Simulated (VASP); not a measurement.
**Si2Ge: relaxation of cell and atoms with PBE**

The system is Si2Ge.

```
CELL_PARAMETERS angstrom
4.79919 0.00000 0.00000
-2.39959 4.15622 0.00000
0.00000 0.00000 2.94190
ATOMIC_POSITIONS crystal
Si 0.33333 0.66667 0.50000
Si 0.66667 0.33333 0.50000
Ge 0.00000 0.00000 0.00000
```

* Program: VASP 6.6.1
* Task: relaxation of cell and atoms
* Functional: PBE
* Potentials or basis: VASP PAW PBE potentials, release 64 (Si, Ge_d)
* Cutoff: 600 eV
* k mesh: 6 × 6 × 6
* Occupations: gaussian, width 0.1 eV
* Spin: no spin polarisation
* Dipole correction: no
* Further INCAR settings: ALGO = Normal; EDIFF = 1e-06; IBRION = 2; EDIFFG = -0.04; NSW = 90; ISIF = 3

```yaml
Relaxed_volume: 16.35 Å³/atom
Relaxed_cell: a = 4.637 Å, b = 4.637 Å, c = 2.634 Å, α = 90.00°, β = 90.00°, γ = 120.00°
Space_group_after_relaxing_to_0.1_Å: P6/mmm (No. 191)
Energy_gained_by_relaxing: 136.6 meV/atom
Ionic_steps: 7
Pressure_after_relaxing: 0.0 GPa
Band_gap_on_the_k_mesh: zero (bands 11 and 12 overlap by 5.80 eV)
```

Stress tensor (GPa, compression positive):
```
 0.08  0.00  0.00
 0.00  0.08  0.00
 0.00  0.00 -0.13
```

Step by step:
| step | energy change (eV) | largest force (eV/Å) | pressure (GPa) | volume (Å³) |
| --- | --- | --- | --- | --- |
| 1 | 0.0000 | 0.0000 | -9.16 | 58.68 |
| 2 | -0.3704 | 0.0000 | -0.60 | 49.66 |
| 3 | -0.3774 | 0.0000 | 0.70 | 48.64 |
| 4 | -0.3775 | 0.0000 | 1.17 | 48.37 |
| 5 | -0.4059 | 0.0000 | 1.06 | 48.26 |
| 6 | -0.4081 | 0.0000 | 1.09 | 48.28 |
| 7 | -0.4099 | 0.0000 | 0.01 | 49.04 |

Final structure:
```cif
data_structure
_symmetry_space_group_name_H-M 'P 1'
_symmetry_Int_Tables_number 1
_cell_length_a 4.6370
_cell_length_b 4.6370
_cell_length_c 2.6339
_cell_angle_alpha 90.000
_cell_angle_beta 90.000
_cell_angle_gamma 120.000
_cell_volume 49.04
loop_
_atom_site_label
_atom_site_type_symbol
_atom_site_fract_x
_atom_site_fract_y
_atom_site_fract_z
_atom_site_occupancy
Si1 Si 0.33333 0.66667 0.50000 1
Si2 Si 0.66667 0.33333 0.50000 1
Ge1 Ge 0.00000 0.00000 0.00000 1
```

Levels at points of the mesh, in eV from the Fermi level:
```tsv
k point	band 7	band 8	band 9	band 10	band 11	band 12	band 13	band 14	band 15
(0.00, 0.00, 0.00)	-6.48	-5.64	-4.13	-4.13	-4.04	-4.04	5.75	7.54	9.39
(0.50, 0.00, 0.00)	-11.29	-7.66	-6.32	0.98	1.26	2.09	2.73	4.75	7.74
(0.00, 0.00, 0.50)	-8.33	-1.37	-1.14	-1.13	-0.70	-0.70	-0.15	0.88	0.88
(0.50, 0.00, 0.50)	-6.60	-6.54	-5.57	-2.58	-2.45	-1.87	-0.50	4.66	5.08
```

Wall time 3.4 min on 1 thread of Intel Xeon 8259CL (shared host), peak memory 0.21 GiB.

Caveat: the volume moved by over 15 % at a fixed basis, so the end points are rough.
